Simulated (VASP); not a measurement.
A run of VASP 6.6.1:

File INCAR:

```
  ALGO = Normal
  EDIFF = 1E-6
  ENCUT = 520
  GGA = PE
  ISIF = 2
  ISMEAR = -1
  LASPH = True
  LCHARG = False
  LREAL = False
  LWAVE = False
  NBANDS = 16
  NELM = 80
  PREC = Accurate
  SIGMA = 0.02
```

KPOINTS

```
k-points
0
Gamma
  8 8 8
```

The input POSCAR:

```
AgCl
1.0
    3.3955880419      0.0699491137      0.0000000000
    0.0699491137      3.3955880419      0.0000000000
    0.0000000000      0.0000000000      3.3955880419
Ag Cl
1 1
Direct
    0.0000000000      0.0000000000      0.0000000000
    0.5000000000      0.5000000000      0.5000000000
```

Potentials or basis: VASP PAW PBE potentials, release 64 (Ag, Cl).

Run with:

```sh
$ cat potpaw_PBE.64/Ag/POTCAR potpaw_PBE.64/Cl/POTCAR > POTCAR
$ mpirun -np 1 vasp_std > vasp.out
```

Hardware: 1 thread of Intel(R) Xeon(R) Platinum 8259CL CPU @ 2.50GHz (Skylake/Cascade Lake) (shared host).

Task: Estimate the wall time of this run.

Result: It took 45 s on 1 thread of Intel(R) Xeon(R) Platinum 8259CL CPU @ 2.50GHz (Skylake/Cascade Lake), on a shared host, peak memory 0.2 GiB. Counts: scf iterations 12, k points 105.
